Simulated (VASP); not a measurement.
# Zn (P6_3/mmc) in VASP: a series of runs, part 2 of 2

VASP 6.6.1.

### Step 3. Single point, PBE

This run uses another cell than the first one, of the same volume but with other edges.

File INCAR:

```
PREC = Accurate
ENCUT = 520
EDIFF = 1E-6
ISMEAR = 0
SIGMA = 0.1
LREAL = False
LASPH = True
NELM = 60
ALGO = Normal
ISIF = 2
LWAVE = False
LCHARG = True
GGA = PE
LELF = True
LVHAR = True
NBANDS = 19
```

File KPOINTS:

```
regular mesh
0
Gamma
  18 18 8
```

File POSCAR:

```
Zn
1.0
    2.6700000000      0.0000000000      0.0000000000
   -1.3350000000      2.3122878281      0.0000000000
    0.0000000000      0.0000000000      4.9660000000
Zn
2
Direct
    0.3333333333      0.6666666667      0.2500000000
    0.6666666667      0.3333333333      0.7500000000
```

Potentials or basis: VASP PAW PBE potentials, release 64 (Zn).

Started as:

```console
$ cat potpaw_PBE.64/Zn/POTCAR > POTCAR
$ mpirun -np 1 vasp_std > vasp.out
```

OUTCAR:

```text
PREC = Accurate
   ENCUT = 520
   EDIFF = 1E-6
   ISMEAR = 0
   LREAL = False
   LASPH = True
   NELM = 60
   ISIF = 2
   GGA = PE

 ion  position               nearest neighbor table
   1  0.333  0.667  0.250-   2 2.92   2 2.92   2 2.92   2 2.92   2 2.92   2 2.92
   2  0.667  0.333  0.750-   1 2.92   1 2.92   1 2.92   1 2.92   1 2.92   1 2.92

  LATTYP: Found a hexagonal cell.
 ALAT       =     2.6700000000
 C/A-ratio  =     1.8599250936

  Lattice vectors:

 A1 = (   2.6700000000,   0.0000000000,   0.0000000000)
 A2 = (  -1.3350000000,   2.3122878281,   0.0000000000)
 A3 = (   0.0000000000,   0.0000000000,   4.9660000000)

Analysis of symmetry for initial positions (statically):
=====================================================================
 Subroutine PRICEL returns:
 Original cell was already a primitive cell.

 Routine SETGRP: Setting up the symmetry group for a
 hexagonal supercell.

 Subroutine GETGRP returns: Found 24 space group operations
 (whereof 12 operations were pure point group operations)
 out of a pool of 24 trial point group operations.

The static configuration has the point symmetry D_3d.
 The point group associated with its full space group is D_6h.

Analysis of symmetry for dynamics (positions and initial velocities):
=====================================================================
 Subroutine PRICEL returns:
 Original cell was already a primitive cell.

 Routine SETGRP: Setting up the symmetry group for a
 hexagonal supercell.

 Subroutine GETGRP returns: Found 24 space group operations
 (whereof 12 operations were pure point group operations)
 out of a pool of 24 trial point group operations.

The dynamic configuration has the point symmetry D_3d.
 The point group associated with its full space group is D_6h.

 Subroutine INISYM returns: Found 24 space group operations
 (whereof 12 operations are pure point group operations),
 and found     1 'primitive' translations

----------------------------------------------------------------------------------------

                                     Primitive cell

  volume of cell :      30.6591

  direct lattice vectors                    reciprocal lattice vectors
     2.670000000  0.000000000  0.000000000     0.374531835  0.216236056  0.000000000
    -1.335000000  2.312287828  0.000000000     0.000000000  0.432472112  0.000000000
     0.000000000  0.000000000  4.966000000     0.000000000  0.000000000  0.201369311

  length of vectors
     2.670000000  2.670000000  4.966000000     0.432472112  0.432472112  0.201369311

  position of ions in fractional coordinates (direct lattice)
     0.333333333  0.666666667  0.250000000
     0.666666667  0.333333333  0.750000000

  ion indices of the primitive-cell ions
   primitive index   ion index
                 1           1
                 2           2

----------------------------------------------------------------------------------------

 KPOINTS: regular mesh

Automatic generation of k-mesh.
 Grid dimensions read from file:
 generate k-points for:   18   18    8

 Generating k-lattice:

  Cartesian coordinates                     Fractional coordinates (reciprocal lattice)
     0.020807324  0.012013114  0.000000000     0.055555556  0.000000000  0.000000000
     0.000000000  0.024026228  0.000000000     0.000000000  0.055555556  0.000000000
     0.000000000  0.000000000  0.025171164     0.000000000  0.000000000  0.125000000

  Length of vectors
     0.024026228  0.024026228  0.025171164

  Shift w.r.t. Gamma in fractional coordinates (k-lattice)
     0.000000000  0.000000000  0.000000000

 Subroutine IBZKPT returns following result:
 ===========================================

 Found    185 irreducible k-points:

 Following reciprocal coordinates:
            Coordinates               Weight
  0.000000  0.000000  0.000000      1.000000
  0.055556  0.000000  0.000000      6.000000
  0.111111  0.000000  0.000000      6.000000
  0.166667  0.000000  0.000000      6.000000
  0.222222  0.000000  0.000000      6.000000
  0.277778  0.000000  0.000000      6.000000
[... 16 lines left out ...]
  0.333333  0.111111  0.000000     12.000000
  0.388889  0.111111  0.000000     12.000000
 [... further k-points ...]
   k-points           NKPTS =    185   k-points in BZ     NKDIM =    185   number of bands    NBANDS=     19
   number of dos      NEDOS =    301   number of ions     NIONS =      2
   total plane-waves  NPLWV =  16000
   dimension x,y,z NGX =    20 NGY =   20 NGZ =   40
   dimension x,y,z NGXF=    40 NGYF=   40 NGZF=   80
   ions per type =               2
   NGX,Y,Z   is equivalent  to a cutoff of  12.45, 12.45, 13.39 a.u.
   NGXF,Y,Z  is equivalent  to a cutoff of  24.91, 24.91, 26.78 a.u.
 SYSTEM =  unknown system
   PREC   = accura    normal or accurate (medium, high low for compatibility)
   ISTART =      0    job   : 0-new  1-cont  2-samecut
   ICHARG =      2    charge: 1-file 2-atom 10-const
   ISPIN  =      1    spin polarized calculation?
   LNONCOLLINEAR =      F non collinear calculations
   LSORBIT =      F    spin-orbit coupling
   LASPH  =      T    aspherical Exc in radial PAW
   ENCUT  =  520.0 eV  38.22 Ry    6.18 a.u.   4.96  4.96  9.23*2*pi/ulx,y,z
   NELM   =     60;   NELMIN=  2; NELMDL= -5     # of ELM steps
   EDIFF  = 0.1E-05   stopping-criterion for ELM
   LREAL  =      F    real-space projection
   EDIFFG = 0.1E-04   stopping-criterion for IOM
   NSW    =      0    number of steps for IOM
   IBRION =     -1    ionic relax: 0-MD 1-quasi-New 2-CG
   NFREE  =      0    steps in history (QN), initial steepest desc. (CG)
   ISIF   =      2    stress and relaxation
   ISYM   =      2    0-nonsym 1-usesym 2-fastsym
   POTIM  = 0.5000    time-step for ionic-motion
   TEBEG  =    0.0;   TEEND  =   0.0 temperature during run
   PSTRESS=    0.0 pullay stress
   NELECT =      24.0000    total number of electrons
   NUPDOWN=      -1.0000    fix difference up-down
   EMIN   =  10.00;   EMAX   =-10.00  energy-range for DOS
   EFERMI =   0.00;   METHOD = LEGACY
   ISMEAR =     0;   SIGMA  =   0.10  broadening in eV -4-tet -1-fermi 0-gaus
   EFERMI_NEDOS =   21; number of points for ismear=-14 and -15
   IALGO  =     38    algorithm
   IMIX   =      4    mixing-type and parameters
     AMIX     =   0.40;   BMIX     =  1.00
     AMIX_MAG =   1.60;   BMIX_MAG =  1.00
  volume/ion in A,a.u.               =      15.33       103.45
  Fermi-wavevector in a.u.,A,eV,Ry     =   1.508778  2.851177 30.972445  2.276410
  Thomas-Fermi vector in A             =   2.619187
   LORBIT       =      0    0 simple, 1 ext, 2 COOP (PROOUT), +10 PAW based schemes
   GGA     = PE    functional components
   LHFCALC =     F    Hartree Fock is set to
   AEXX    =    0.0000 exact exchange contribution
   IVDW    =     0    specifies the selected vdW correction
   LEPSILON=     F    determine dielectric tensor
   LRPA    =     F    only Hartree local field effects (RPA)
 non-spin polarized calculation
 Gauss-broadening in eV      SIGMA  =   0.10
  energy-cutoff  :      520.00
  volume of cell :       30.66
 maximum number of plane-waves:       855
 NGX is ok and might be reduce to    20

 number of electron      24.0000011 magnetization

 Free energy of the ion-electron system (eV)
  ---------------------------------------------------
  ext. energy  EPLUGINS =         0.00000000
  ---------------------------------------------------
  free energy    TOTEN  =        -2.21579392 eV

  energy without entropy =       -2.21321297  energy(sigma->0) =       -2.21450344

 E-fermi :   3.2073     XC(G=0): -11.5107

 val. band max:        3.1928833299   @ k =   0.3333   0.2778   0.0000
 cond. band min:       3.2156064179   @ k =   0.3333   0.3333   0.0000
 fundamental gap:      0.0227230880
 Fermi energy:         3.2073495404

 k-point     1 :       0.0000    0.0000    0.0000
  band No.  band energies     occupation
      1      -7.2836      2.00000
      2      -5.5206      2.00000
      3      -4.8372      2.00000
      4      -4.6100      2.00000
      5      -4.6100      2.00000
      6      -4.5614      2.00000
[... 11 lines left out ...]
     18      22.0593      0.00000
     19      22.0618      0.00000
[... 485 lines left out ...]
 k-point    24 :       0.3889    0.1111    0.0000
  band No.  band energies     occupation
      1      -5.2240      2.00000
      2      -5.1265      2.00000
      3      -5.0453      2.00000
      4      -4.6073      2.00000
      5      -4.4899      2.00000
      6      -4.4661      2.00000
[... 11 lines left out ...]
     18      15.9564      0.00000
     19      17.3547      0.00000

 [... further k-points ...]

------------------------ aborting loop because EDIFF is reached ----------------------------------------

  FORCE on cell =-STRESS in cart. coord.  units (eV):
  Direction    XX          YY          ZZ          XY          YZ          ZX
  --------------------------------------------------------------------------------------
  -------------------------------------------------------------------------------------
  Total       -0.1763793     -0.1763793      0.0413264      0.0000000     -0.0000000      0.0000000
  in kB       -9.2171863     -9.2171863      2.1596234      0.0000000     -0.0000000      0.0000000
  external PRESSURE =      -5.4249164 kB  Pullay stress =       0.0000000 kB

 VOLUME and BASIS-vectors are now :
 -----------------------------------------------------------------------------
  energy-cutoff  :      520.00
  volume of cell :       30.66
      direct lattice vectors                 reciprocal lattice vectors
     2.670000000  0.000000000  0.000000000     0.374531835  0.216236056  0.000000000
    -1.335000000  2.312287828  0.000000000     0.000000000  0.432472112  0.000000000
     0.000000000  0.000000000  4.966000000     0.000000000  0.000000000  0.201369311

 POSITION                                       TOTAL-FORCE (eV/Angst)
 -----------------------------------------------------------------------------------
     -0.00000      1.54153      1.24150         0.000000     -0.000000      0.000000
      1.33500      0.77076      3.72450        -0.000000      0.000000      0.000000
 -----------------------------------------------------------------------------------
    total drift:                               -0.000000      0.000000      0.000000

  FREE ENERGIE OF THE ION-ELECTRON SYSTEM (eV)
  ---------------------------------------------------
  free  energy   TOTEN  =        -2.2157939186 eV

  energy  without entropy=       -2.2132129666  energy(sigma->0) =       -2.21450344
```

OSZICAR:

```text
N       E                     dE             d eps       ncg     rms          rms(c)
DAV:   1     0.112838704243E+03    0.11284E+03   -0.12345E+04  7294   0.199E+03
DAV:   2     0.273436929654E+01   -0.11010E+03   -0.10642E+03  7103   0.294E+02
DAV:   3    -0.238957661345E+01   -0.51239E+01   -0.51031E+01  7888   0.696E+01
DAV:   4    -0.242071060070E+01   -0.31134E-01   -0.31127E-01  7678   0.562E+00
DAV:   5    -0.242075096840E+01   -0.40368E-04   -0.40367E-04  7667   0.183E-01    0.390E+00
DAV:   6    -0.222857848514E+01    0.19217E+00   -0.76324E-01  7807   0.183E+01    0.296E+00
DAV:   7    -0.222001727223E+01    0.85612E-02   -0.25831E-02  8820   0.269E+00    0.153E+00
DAV:   8    -0.221577871407E+01    0.42386E-02   -0.17820E-03  9468   0.627E-01    0.470E-02
DAV:   9    -0.221579028224E+01   -0.11568E-04   -0.21765E-04  9319   0.184E-01    0.353E-02
DAV:  10    -0.221579409639E+01   -0.38141E-05   -0.19836E-05  7391   0.494E-02    0.292E-03
DAV:  11    -0.221579391862E+01    0.17777E-06   -0.84843E-08  4433   0.437E-03
   1 F= -.22157939E+01 E0= -.22145034E+01  d E =-.258095E-02
```

stdout:

```text
POSCAR found type information on POSCAR Zn
 POSCAR found :  1 types and       2 ions
 scaLAPACK will be used
 LDA part: xc-table for (Slater+PW92), standard interpolation
 POSCAR, INCAR and KPOINTS ok, starting setup
 FFT: planning ... GRIDC
 FFT: planning ... GRID_SOFT
 FFT: planning ... GRID
 WAVECAR not read
 entering main loop
```

It took 32 s on 1 thread of Intel Xeon 6975P-C (Granite Rapids), shared host; peak memory 0.2 GiB.

What came out:

- Free energy: -2.2158 eV
- Pressure: -0.5 GPa
- Band gap on the k mesh: zero (band 12 reaches 4.68 eV, above the bottom of band 13 at -0.01 eV)
